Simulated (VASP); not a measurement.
# BN (I-4m2) in VASP: further runs, part 2 of 2

VASP 6.6.1. Earlier steps stand in the parts before.

**3. Relaxation of the atoms, PBE (z stretched by +3 %)**

The input, INCAR:

```
ALGO = Normal
EDIFF = 1E-6
EDIFFG = -0.02
ENCUT = 520
GGA = PE
IBRION = 2
ISIF = 2
ISMEAR = -1
LASPH = True
LCHARG = False
LREAL = False
LWAVE = False
NELM = 80
NSW = 80
PREC = Accurate
SIGMA = 0.02
```

The input, KPOINTS:

```
k-points
0
Gamma
  14 14 14
```

The input, POSCAR:

```
BN
1.0
    0.0000000000      1.8075000000      1.8617250000
    1.8075000000      0.0000000000      1.8617250000
    1.8075000000      1.8075000000      0.0000000000
B N
1 1
Direct
    0.0000000000      0.0000000000      0.0000000000
    0.2500000000      0.2500000000      0.2500000000
```

Potentials or basis: VASP PAW PBE potentials, release 64 (B, N).

Command:

```bash
$ cat potpaw_PBE.64/B/POTCAR potpaw_PBE.64/N/POTCAR > POTCAR
$ mpirun -np 1 vasp_std > vasp.out
```

OUTCAR:

```text
EDIFF = 1E-6
   EDIFFG = -0.02
   ENCUT = 520
   GGA = PE
   IBRION = 2
   ISIF = 2
   ISMEAR = -1
   LASPH = True
   LREAL = False
   NELM = 80
   NSW = 80
   PREC = Accurate

 ion  position               nearest neighbor table
   1  0.000  0.000  0.000-   2 1.58   2 1.58   2 1.58   2 1.58
   2  0.250  0.250  0.250-   1 1.58   1 1.58   1 1.58   1 1.58

  LATTYP: Found a body centered tetragonal cell.
 ALAT       =     2.5561910140
 C/A-ratio  =     1.4566399692

  Lattice vectors:

 A1 = (  -1.8075000000,   0.0000000000,   1.8617250000)
 A2 = (   1.8075000000,   0.0000000000,   1.8617250000)
 A3 = (   0.0000000000,   1.8075000000,  -1.8617250000)

Analysis of symmetry for initial positions (statically):
=====================================================================
 Subroutine PRICEL returns:
 Original cell was already a primitive cell.

 Routine SETGRP: Setting up the symmetry group for a
 body centered tetragonal supercell.

 Subroutine GETGRP returns: Found  8 space group operations
 (whereof  8 operations were pure point group operations)
 out of a pool of 16 trial point group operations.

The static configuration has the point symmetry D_2d.

Analysis of symmetry for dynamics (positions and initial velocities):
=====================================================================
 Subroutine PRICEL returns:
 Original cell was already a primitive cell.

 Routine SETGRP: Setting up the symmetry group for a
 body centered tetragonal supercell.

 Subroutine GETGRP returns: Found  8 space group operations
 (whereof  8 operations were pure point group operations)
 out of a pool of 16 trial point group operations.

The dynamic configuration has the point symmetry D_2d.

 Subroutine INISYM returns: Found  8 space group operations
 (whereof  8 operations are pure point group operations),
 and found     1 'primitive' translations

[... 118 lines left out ...]
   LORBIT       =      0    0 simple, 1 ext, 2 COOP (PROOUT), +10 PAW based schemes
   GGA     = PE    functional components
   LHFCALC =     F    Hartree Fock is set to
   AEXX    =    0.0000 exact exchange contribution
   IVDW    =     0    specifies the selected vdW correction
   LEPSILON=     F    determine dielectric tensor
   LRPA    =     F    only Hartree local field effects (RPA)
 conjugate gradient relaxation of ions
 non-spin polarized calculation
  energy-cutoff  :      520.00
  volume of cell :       12.16
 maximum number of plane-waves:       342
   NGX =  9   NGY =  9   NGZ =  9

 number of electron       8.0000000 magnetization

 Free energy of the ion-electron system (eV)
  ---------------------------------------------------
  ext. energy  EPLUGINS =         0.00000000
  ---------------------------------------------------
  free energy    TOTEN  =       -17.43185948 eV

  energy without entropy =      -17.43185948  energy(sigma->0) =      -17.43185948

 E-fermi :   7.5908     XC(G=0): -12.6777

 val. band max:        7.1450791206   @ k =   0.0000   0.0000   0.0000
 cond. band min:      11.3125879533   @ k =   0.5000   0.0000   0.5000
 fundamental gap:      4.1675088326
 Fermi energy:         7.5908253155

 k-point     1 :       0.0000    0.0000    0.0000
  band No.  band energies     occupation
      1     -12.8533      2.00000
      2       6.8446      2.00000
      3       7.1451      2.00000
      4       7.1451      2.00000
      5      15.6619      0.00000
      6      15.6619      0.00000
      7      15.8710      0.00000
      8      16.9103      0.00000
[... 243 lines left out ...]
 k-point    24 :       0.2857    0.1429    0.0000
  band No.  band energies     occupation
      1     -11.1824      2.00000
      2       2.1392      2.00000
      3       4.9574      2.00000
      4       5.0873      2.00000
      5      15.3712      0.00000
      6      18.2280      0.00000
      7      18.9555      0.00000
      8      19.6657      0.00000

 [... further k-points ...]

------------------------ aborting loop because EDIFF is reached ----------------------------------------

  FORCE on cell =-STRESS in cart. coord.  units (eV):
  Direction    XX          YY          ZZ          XY          YZ          ZX
  --------------------------------------------------------------------------------------
  -------------------------------------------------------------------------------------
  Total       -0.1043400     -0.1043400     -1.5021807      0.0000000      0.0000000      0.0000000
  in kB      -13.7422898    -13.7422898   -197.8475281      0.0000000      0.0000000      0.0000000
  external PRESSURE =     -75.1107026 kB  Pullay stress =       0.0000000 kB

 VOLUME and BASIS-vectors are now :
 -----------------------------------------------------------------------------
  energy-cutoff  :      520.00
  volume of cell :       12.16
      direct lattice vectors                 reciprocal lattice vectors
     0.000000000  1.807500000  1.861725000    -0.276625173  0.276625173  0.268568129
     1.807500000  0.000000000  1.861725000     0.276625173 -0.276625173  0.268568129
     1.807500000  1.807500000  0.000000000     0.276625173  0.276625173 -0.268568129

 POSITION                                       TOTAL-FORCE (eV/Angst)
 -----------------------------------------------------------------------------------
      0.00000      0.00000      0.00000        -0.000000     -0.000000     -0.000000
      0.90375      0.90375      0.93086         0.000000      0.000000      0.000000
 -----------------------------------------------------------------------------------
    total drift:                               -0.000000     -0.000000      0.000001

  FREE ENERGIE OF THE ION-ELECTRON SYSTEM (eV)
  ---------------------------------------------------
  free  energy   TOTEN  =       -17.4318594848 eV

  energy  without entropy=      -17.4318594848  energy(sigma->0) =      -17.43185948

 reached required accuracy - stopping structural energy minimisation
```

OSZICAR:

```text
N       E                     dE             d eps       ncg     rms          rms(c)
DAV:   1     0.939407348745E+01    0.93941E+01   -0.52558E+03  3984   0.996E+02
DAV:   2    -0.181431634178E+02   -0.27537E+02   -0.26915E+02  5400   0.172E+02
DAV:   3    -0.183524248698E+02   -0.20926E+00   -0.20926E+00  4680   0.190E+01
DAV:   4    -0.183526200885E+02   -0.19522E-03   -0.19522E-03  5368   0.494E-01
DAV:   5    -0.183526201425E+02   -0.54010E-07   -0.54010E-07  4360   0.673E-03    0.654E+00
DAV:   6    -0.175094213837E+02    0.84320E+00   -0.34826E+00  5024   0.135E+01    0.319E+00
DAV:   7    -0.174452662136E+02    0.64155E-01   -0.81098E-02  5120   0.283E+00    0.187E+00
DAV:   8    -0.174315817554E+02    0.13684E-01   -0.39979E-02  4728   0.182E+00    0.177E-01
DAV:   9    -0.174317749771E+02   -0.19322E-03   -0.59930E-04  4160   0.254E-01    0.738E-02
DAV:  10    -0.174318544891E+02   -0.79512E-04   -0.14257E-04  5688   0.121E-01    0.151E-02
DAV:  11    -0.174318595153E+02   -0.50262E-05   -0.87359E-06  4464   0.285E-02    0.714E-03
DAV:  12    -0.174318594848E+02    0.30492E-07   -0.15199E-06  2056   0.103E-02
   1 F= -.17431859E+02 E0= -.17431859E+02  d E =-.174319E+02
```

CONTCAR:

```text
BN
   1.00000000000000
     0.0000000000000000    1.8075000000000001    1.8617250000000001
     1.8075000000000001    0.0000000000000000    1.8617250000000001
     1.8075000000000001    1.8075000000000001    0.0000000000000000
  B               N
     1     1
Direct
     0.0000000000000000    0.0000000000000000    0.0000000000000000
     0.2500000000000000    0.2500000000000000    0.2500000000000000

  0.00000000E+00  0.00000000E+00  0.00000000E+00
  0.00000000E+00  0.00000000E+00  0.00000000E+00
```

It took 36 s on 1 thread of Intel Xeon 8259CL, shared host; peak memory 0.14 GiB.

What came out:

| Quantity | Value |
| --- | --- |
| Free energy | -17.4319 eV |
| Pressure after relaxing | -7.5 GPa |
| Band gap on the k mesh | 4.17 eV (least direct gap 8.52 eV) |

Final structure:
```
B N
1.0
     0.00000    1.80750    1.86173
     1.80750    0.00000    1.86173
     1.80750    1.80750    0.00000
B N
1 1
Direct
  0.00000 0.00000 0.00000
  0.25000 0.25000 0.25000
```

Caveat: the cell differs from its parent crystal (z stretched by +3 %); the relaxation stopped at its first step, so nothing moved. A k mesh can miss the band edges.
